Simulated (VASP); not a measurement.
## CuO: single point with BLYP

CuO:

```
Cu O
1.0
     0.00000   -2.11656   -2.11656
    -2.11656    0.00000   -2.11656
     2.11656    2.11656   -4.23312
Cu O
2 2
Cartesian
  0.0233 -0.0336 -4.1419
  0.0233 2.0829 -6.2584
  -0.0233 0.0336 -6.4409
  -0.0233 0.0336 -2.2078
```

```yaml
Program: VASP 6.6.1
Task: single point
Functional: BLYP
Potentials_or_basis: VASP PAW PBE potentials, release 64 (Cu, O)
Cutoff: 520 eV
k_mesh: 10 × 10 × 6
Occupations: fermi-dirac, width 0.05 eV
Spin: no spin polarisation
Dipole_correction: no
Further_INCAR_settings: ALGO = Normal; EDIFF = 1e-07; NBANDS = 25
```

```
Pressure               : 13.9 GPa
Largest force          : 1.299 eV/Å
Band gap on the k mesh : zero (bands 17 and 18 overlap by 1.13 eV)
```

Forces in eV/Å, atoms in the order of the input:
```
Cu  -0.237  0.341 -1.231
Cu  -0.237  0.341 -1.231
O    0.237 -0.341  1.231
O    0.237 -0.341  1.231
```

Stress tensor (GPa, compression positive):
```
10.80  0.24 -0.75
 0.24 11.59  1.12
-0.75  1.12 19.24
```

Levels at points of the mesh, in eV from the Fermi level:
```tsv
k point	band 15	band 16	band 17	band 18	band 19	band 20
(0.00, 0.00, 0.00)	-1.49	-1.17	0.53	0.69	1.63	6.25
(0.50, 0.00, 0.00)	-0.74	-0.74	-0.28	-0.28	7.24	7.24
(0.00, 0.50, 0.00)	-0.60	-0.60	-0.30	-0.30	7.26	7.26
(0.50, 0.50, 0.00)	-1.57	-1.50	0.50	0.65	5.55	6.27
(0.00, 0.00, 0.50)	-0.18	-0.18	-0.06	-0.06	4.37	4.37
(0.50, 0.00, 0.50)	-1.52	-1.49	0.47	0.59	5.59	6.29
(0.00, 0.50, 0.50)	-1.49	-1.46	0.69	0.73	5.59	6.20
(0.50, 0.50, 0.50)	-0.73	-0.73	-0.44	-0.44	7.22	7.22
```

It took 4.9 min on 1 thread of Intel(R) Xeon(R) Platinum 8259CL CPU @ 2.50GHz (Skylake/Cascade Lake), on a shared host, peak memory 0.35 GiB.

Caveat: the stress differs along the axes, from 11 to 19 GPa; the PAW data sets were made with another functional, which shifts forces and pressure a little; semilocal functionals often make such compounds metallic where correlation or magnetic order opens a gap, which also shifts bond lengths. With open d or f shells a metallic result of BLYP can be an artefact of self-interaction; +U or a hybrid may open a gap.
